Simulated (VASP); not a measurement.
Input of a VASP 6.6.1 run:

INCAR

```
PREC = Accurate
ENCUT = 520
EDIFF = 1E-7
ISMEAR = -1
SIGMA = 0.1
LREAL = F
LASPH = T
NELM = 80
ALGO = Normal
ISIF = 2
LWAVE = F
LCHARG = F
GGA = PS
NBANDS = 33
```

The input KPOINTS:

```
Automatic mesh
0
Gamma
  6 6 8
```

POSCAR

```
GaSi2Ir3
1.0
    2.7202778993      4.7116595322      0.0000000000
   -2.7202778993      4.7116595322      0.0000000000
    0.0000000000      0.0000000000      3.6832389715
Ir Ga Si
3 1 2
Direct
    0.5000000000      0.5000000000      0.5000000000
    0.5000000000      0.0000000000      0.5000000000
    0.0000000000      0.5000000000      0.5000000000
    0.0000000000      0.0000000000      0.0000000000
    0.3333333333      0.3333333333      0.0000000000
    0.6666666667      0.6666666667      0.0000000000
```

Potentials or basis: VASP PAW PBE potentials, release 64 (Ir, Ga_d, Si).

Launch:

```sh
$ cat potpaw_PBE.64/Ir/POTCAR potpaw_PBE.64/Ga_d/POTCAR potpaw_PBE.64/Si/POTCAR > POTCAR
$ mpirun -np 1 vasp_std > vasp.out
```

Problem. Predict the pressure.

Solution. 0.8 GPa.

Problem. Predict the band gap on the k mesh.

Solution. Zero (bands 24 and 25 overlap by 2.04 eV).

Stress tensor (GPa, compression positive):
```
0.72 0.00 0.00
0.00 0.72 0.00
0.00 0.00 0.95
```

Caveat: the PAW data sets were made with another functional, which shifts forces and pressure a little; spin-orbit coupling is left out, which moves the levels of the heavy elements.
